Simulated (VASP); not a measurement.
Wanted: the native input for a VASP 6.6.1 run.

| Quantity | Value |
| --- | --- |
| Task | single point |
| Functional | r2SCAN |
| Potentials or basis | VASP PAW PBE potentials, release 64 (Hf_pv, Sn_d, S) |
| Cutoff | 520 eV |
| k mesh | 6 × 6 × 4 |
| Occupations | gaussian, width 0.02 eV |
| Spin | no spin polarisation |
| Dipole correction | no |
| Further INCAR settings | ALGO = Normal; EDIFF = 1e-06; NBANDS = 47 |

Crystal: HfSn2S6.

```
CELL_PARAMETERS angstrom
6.41299 0.00000 0.00000
-3.20649 5.55381 0.00000
0.00000 0.00000 6.85199
ATOMIC_POSITIONS crystal
Hf 0.00000 0.00000 0.00000
Sn 0.33333 0.66667 0.00000
Sn 0.66667 0.33333 0.00000
S 0.33256 0.00000 0.21411
S 0.00000 0.33256 0.21411
S 0.66744 0.66744 0.21411
S 0.66744 0.00000 0.78589
S 0.33256 0.33256 0.78589
S 0.00000 0.66744 0.78589
```

The input as run:

POSCAR

```
HfSn2S6
1.0
    6.4129871331      0.0000000289      0.0000000000
   -3.2064935915      5.5538097569      0.0000000000
    0.0000000000      0.0000000000      6.8519881000
Hf Sn S
1 2 6
Direct
    0.0000000000      0.0000000000      0.0000000000
    0.3333333333      0.6666666667      0.0000000000
    0.6666666667      0.3333333333      0.0000000000
    0.3325590000      0.0000000000      0.2141060000
    0.0000000000      0.3325590000      0.2141060000
    0.6674410000      0.6674410000      0.2141060000
    0.6674410000      0.0000000000      0.7858940000
    0.3325590000      0.3325590000      0.7858940000
    0.0000000000      0.6674410000      0.7858940000
```

INCAR.step1

```
SYSTEM = HfSn2S6
PREC = Accurate
ENCUT = 520
ISMEAR = 0
SIGMA = 0.02
LREAL = .False.
LASPH = .True.
NELM = 60
NBANDS = 47
GGA = PE
ALGO = Normal
EDIFF = 1E-4
LWAVE = .True.
LCHARG = .False.
```

INCAR.step2

```
SYSTEM = HfSn2S6
PREC = Accurate
ENCUT = 520
EDIFF = 1E-6
ISMEAR = 0
SIGMA = 0.02
LREAL = .False.
LASPH = .True.
NELM = 60
ALGO = Normal
ISIF = 2
LWAVE = .False.
LCHARG = .False.
METAGGA = R2SCAN
LMIXTAU = .True.
NBANDS = 47
ISTART = 1
```

KPOINTS

```
Automatic mesh
0
Gamma
  6 6 4
  0 0 0
```

Potentials or basis: VASP PAW PBE potentials, release 64 (Hf_pv, Sn_d, S).

Launch:

```bash
$ cat potpaw_PBE.64/Hf_pv/POTCAR potpaw_PBE.64/Sn_d/POTCAR potpaw_PBE.64/S/POTCAR > POTCAR
$ cp INCAR.step1 INCAR
$ mpirun -np 1 vasp_std > vasp.out
$ cp INCAR.step2 INCAR
$ mpirun -np 1 vasp_std > vasp.out
```

Results of the run:

```
Pressure               : -2.0 GPa
Largest force          : 0.256 eV/Å
Band gap on the k mesh : 1.31 eV
```

Caveat: the PAW data sets were made with another functional, which shifts forces and pressure a little; spin-orbit coupling is left out, which moves the levels of the heavy elements.

It took 8.7 min on 1 thread of Intel(R) Xeon(R) 6975P-C (Granite Rapids), on a shared host, peak memory 0.51 GiB.
